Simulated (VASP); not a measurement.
# Cr (P6_3/mmc) in VASP: notebook, part 2 of 2

VASP 6.6.1. The steps go on from the part before.

## Step 3: Single point, revPBE, collinear spin, ferromagnetic start

This run uses another cell than the first one, of 12.10 Å³/atom, 1.042 times its volume.

INCAR reads:

```
PREC = Accurate
ENCUT = 520
EDIFF = 1E-7
ISMEAR = -1
SIGMA = 0.05
LREAL = F
LASPH = T
NELM = 150
ALGO = Normal
ISIF = 2
LWAVE = F
LCHARG = F
ISPIN = 2
MAGMOM = 1.5 1.5
LORBIT = 11
LMAXMIX = 4
GGA = RE
NBANDS = 23
```

KPOINTS reads:

```
Automatic mesh
0
Gamma
  16 16 8
```

POSCAR reads:

```
Cr
1.0
    2.4979653751      0.0000000000      0.0000000000
   -1.2489826875      2.1633014726      0.0000000000
    0.0000000000      0.0000000000      4.4792030718
Cr
2
Direct
    0.3333333333      0.6666666667      0.2500000000
    0.6666666667      0.3333333333      0.7500000000
```

Potentials or basis: VASP PAW PBE potentials, release 64 (Cr_pv).

The run is started by

```sh
cat potpaw_PBE.64/Cr_pv/POTCAR > POTCAR
mpirun -np 1 vasp_std > vasp.out
```

OUTCAR:

```text
PREC = Accurate
   ENCUT = 520
   EDIFF = 1E-7
   ISMEAR = -1
   LREAL = F
   LASPH = T
   NELM = 150
   ISIF = 2
   ISPIN = 2
   LORBIT = 11
   GGA = RE

 ion  position               nearest neighbor table
   1  0.333  0.667  0.250-   2 2.66   2 2.66   2 2.66   2 2.66   2 2.66   2 2.66
   2  0.667  0.333  0.750-   1 2.66   1 2.66   1 2.66   1 2.66   1 2.66   1 2.66

  LATTYP: Found a hexagonal cell.
 ALAT       =     2.4979653751
 C/A-ratio  =     1.7931405761

  Lattice vectors:

 A1 = (   2.4979653751,   0.0000000000,   0.0000000000)
 A2 = (  -1.2489826875,   2.1633014726,   0.0000000000)
 A3 = (   0.0000000000,   0.0000000000,   4.4792030718)

Analysis of symmetry for initial positions (statically):
=====================================================================
 Subroutine PRICEL returns:
 Original cell was already a primitive cell.

 Routine SETGRP: Setting up the symmetry group for a
 hexagonal supercell.

[... 823 lines left out ...]
      2     -32.4234      1.00000
      3     -32.2580      1.00000
      4     -32.2580      1.00000
      5     -32.1987      1.00000
      6     -32.1987      1.00000
[... 613 lines left out ...]
     22      22.2142      0.00000
     23      23.5249      0.00000

 [... further k-points ...]

------------------------ aborting loop because EDIFF is reached ----------------------------------------

  FORCE on cell =-STRESS in cart. coord.  units (eV):
  Direction    XX          YY          ZZ          XY          YZ          ZX
  --------------------------------------------------------------------------------------
  -------------------------------------------------------------------------------------
  Total       -0.0498911     -0.0498911     -0.0576504     -0.0000000      0.0000000      0.0000000
  in kB       -3.3023955     -3.3023955     -3.8160058     -0.0000000      0.0000000      0.0000000
  external PRESSURE =      -3.4735990 kB  Pullay stress =       0.0000000 kB

 VOLUME and BASIS-vectors are now :
 -----------------------------------------------------------------------------
  energy-cutoff  :      520.00
  volume of cell :       24.20
      direct lattice vectors                 reciprocal lattice vectors
     2.497965375  0.000000000  0.000000000     0.400325805  0.231128211  0.000000000
    -1.248982688  2.163301473  0.000000000     0.000000000  0.462256423  0.000000000
     0.000000000  0.000000000  4.479203072     0.000000000  0.000000000  0.223253999

 POSITION                                       TOTAL-FORCE (eV/Angst)
 -----------------------------------------------------------------------------------
     -0.00000      1.44220      1.11980         0.000000      0.000000      0.000000
      1.24898      0.72110      3.35940        -0.000000     -0.000000      0.000000
 -----------------------------------------------------------------------------------
    total drift:                               -0.000000      0.000000     -0.000000

  FREE ENERGIE OF THE ION-ELECTRON SYSTEM (eV)
  ---------------------------------------------------
  free  energy   TOTEN  =       -17.4157580889 eV

  energy  without entropy=      -17.3873245891  energy(sigma->0) =      -17.40154134

 total charge

# of ion       s       p       d       tot
------------------------------------------
    1        0.447   6.363   4.187  10.996
    2        0.447   6.363   4.187  10.996
--------------------------------------------------
tot          0.893  12.726   8.373  21.992

 magnetization (x)

# of ion       s       p       d       tot
------------------------------------------
    1        0.000   0.000   0.000   0.000
    2        0.000   0.000   0.000   0.000
--------------------------------------------------
tot          0.000   0.000   0.000   0.000
```

OSZICAR:

```text
N       E                     dE             d eps       ncg     rms          rms(c)
DAV:   1     0.241972379803E+03    0.24197E+03   -0.13632E+04 13943   0.128E+03
DAV:   2    -0.120191195538E+02   -0.25399E+03   -0.24527E+03 14122   0.379E+02
DAV:   3    -0.198527884759E+02   -0.78337E+01   -0.77728E+01 17475   0.780E+01
DAV:   4    -0.199234676623E+02   -0.70679E-01   -0.70594E-01 14692   0.750E+00
DAV:   5    -0.199243785195E+02   -0.91086E-03   -0.91055E-03 14696   0.806E-01    0.181E+01
DAV:   6    -0.173491158692E+02    0.25753E+01   -0.97946E+00 15571   0.353E+01    0.383E+00
DAV:   7    -0.174153010478E+02   -0.66185E-01   -0.27116E-01 14731   0.468E+00    0.239E+00
DAV:   8    -0.174170950919E+02   -0.17940E-02   -0.51614E-03 15494   0.695E-01    0.111E+00
DAV:   9    -0.174152253119E+02    0.18698E-02   -0.49486E-03 15004   0.608E-01    0.254E-01
DAV:  10    -0.174156935003E+02   -0.46819E-03   -0.15749E-03 14710   0.331E-01    0.111E-01
DAV:  11    -0.174157510956E+02   -0.57595E-04   -0.93916E-05 15844   0.832E-02    0.375E-02
DAV:  12    -0.174157630767E+02   -0.11981E-04   -0.15208E-05 14976   0.372E-02    0.161E-02
DAV:  13    -0.174157584885E+02    0.45882E-05   -0.33067E-06 14766   0.139E-02    0.749E-03
DAV:  14    -0.174157576361E+02    0.85247E-06   -0.54682E-07 15813   0.590E-03    0.281E-03
DAV:  15    -0.174157579951E+02   -0.35901E-06   -0.77228E-08  7770   0.249E-03    0.183E-03
DAV:  16    -0.174157580889E+02   -0.93807E-07   -0.59229E-08  7271   0.151E-03
   1 F= -.17415758E+02 E0= -.17401541E+02  d E =-.284335E-01  mag=     0.0001
```

Run time: 68 s. Hardware: 1 thread of Intel Xeon 6975P-C (Granite Rapids), shared host; peak memory 0.23 GiB.

What came out:

| Quantity | Value |
| --- | --- |
| Free energy | -17.4158 eV |
| Pressure | -0.3 GPa |
| Band gap on the k mesh | zero (filled and empty bands overlap) |
| Net moment | 0.00 μB per cell |
| Valence electrons inside the program's atomic spheres | Cr 11.00 |

Caveat: the starting moments collapsed, and a magnetic state may lie lower; the PAW data sets were made with another functional, which shifts forces and pressure a little.
